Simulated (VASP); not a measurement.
A run of VASP 6.6.1 is set up as follows.

File INCAR:

```
  ALGO = Normal
  EDIFF = 1E-7
  ENCUT = 520
  GGA = PE
  ISIF = 2
  ISMEAR = -1
  LASPH = T
  LCHARG = F
  LREAL = F
  LWAVE = F
  NBANDS = 12
  NELM = 100
  PREC = Accurate
  SIGMA = 0.1
```

File KPOINTS:

```
k-points
0
Gamma
  13 13 13
```

The input POSCAR:

```
La
1.0
    2.9723629844      0.0000000000      0.0000000000
    0.0000000000      2.9723629844      0.0000000000
    0.0000000000      0.0000000000      2.9723629844
La
1
Direct
    0.0000000000      0.0000000000      0.0000000000
```

Potentials or basis: VASP PAW PBE potentials, release 64 (La).

The run is started by

```sh
$ cat potpaw_PBE.64/La/POTCAR > POTCAR
$ mpirun -np 1 vasp_std > vasp.out
```

Task: What does it give for the pressure?

Result: 15.1 GPa.
